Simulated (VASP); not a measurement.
Set up this calculation in VASP 6.6.1, as the native input.

```yaml
Task: single point
Functional: r2SCAN
Potentials_or_basis: VASP PAW PBE potentials, release 64 (Ba_sv, Ti_sv, O)
Cutoff: 520 eV
k_mesh: 6 × 6 × 6
Occupations: gaussian, width 0.02 eV
Spin: no spin polarisation
Dipole_correction: no
Further_INCAR_settings: ALGO = Normal; EDIFF = 1e-07; NBANDS = 28
```

Crystal: BaTiO3.

```xyz
5
Lattice="2.8136 1.6244 2.3042 -2.8136 1.6244 2.3042 0.0000 -3.2489 2.3042" Properties=species:S:1:pos:R:3 pbc="T T T"
Ba    0.0000    0.0000    0.0059
Ti    0.0000    0.0000    3.5387
O     0.0000   -1.6034    4.5300
O    -1.3886    0.8017    4.5300
O     1.3886    0.8017    4.5300
```

This cell differs from its parent crystal: volume scaled by 0.97, then relaxed in part.

The input as run:

POSCAR

```
BaTiO3
1.0
    2.8135923551      1.6244283036      2.3042276772
   -2.8135923551      1.6244283036      2.3042276772
    0.0000000000     -3.2488566072      2.3042276773
Ba Ti O
1 1 3
Direct
    0.0008521763      0.0008521763      0.0008521763
    0.5119158931      0.5119158931      0.5119158931
    0.4907978543      0.4907978543      0.9843362220
    0.4907978543      0.9843362220      0.4907978543
    0.9843362220      0.4907978543      0.4907978543
```

INCAR.step1

```
  PREC = Accurate
  ENCUT = 520
  ISMEAR = 0
  SIGMA = 0.02
  LREAL = False
  LASPH = True
  NELM = 80
  NBANDS = 28
  GGA = PE
  ALGO = Normal
  EDIFF = 1E-4
  LWAVE = True
  LCHARG = False
```

INCAR.step2

```
  PREC = Accurate
  ENCUT = 520
  EDIFF = 1E-7
  ISMEAR = 0
  SIGMA = 0.02
  LREAL = False
  LASPH = True
  NELM = 80
  ALGO = Normal
  ISIF = 2
  LWAVE = False
  LCHARG = False
  METAGGA = R2SCAN
  LMIXTAU = True
  NBANDS = 28
  ISTART = 1
```

KPOINTS

```
Automatic mesh
0
Gamma
  6 6 6
```

Potentials or basis: VASP PAW PBE potentials, release 64 (Ba_sv, Ti_sv, O).

Command:

```console
$ cat potpaw_PBE.64/Ba_sv/POTCAR potpaw_PBE.64/Ti_sv/POTCAR potpaw_PBE.64/O/POTCAR > POTCAR
$ cp INCAR.step1 INCAR
$ mpirun -np 1 vasp_std > vasp.out
$ cp INCAR.step2 INCAR
$ mpirun -np 1 vasp_std > vasp.out
```

Results of the run:

| Property | Result |
| --- | --- |
| Pressure | 6.0 GPa |
| Largest force | 0.147 eV/Å |
| Band gap on the k mesh | 2.65 eV, indirect (least direct gap 2.99 eV) |

Caveat: the PAW data sets were made with another functional, which shifts forces and pressure a little; spin-orbit coupling is left out, which moves the levels of the heavy elements.

Run time: 2 min on 1 thread of Intel(R) Xeon(R) 6975P-C (Granite Rapids), on a shared host, peak memory 0.2 GiB.
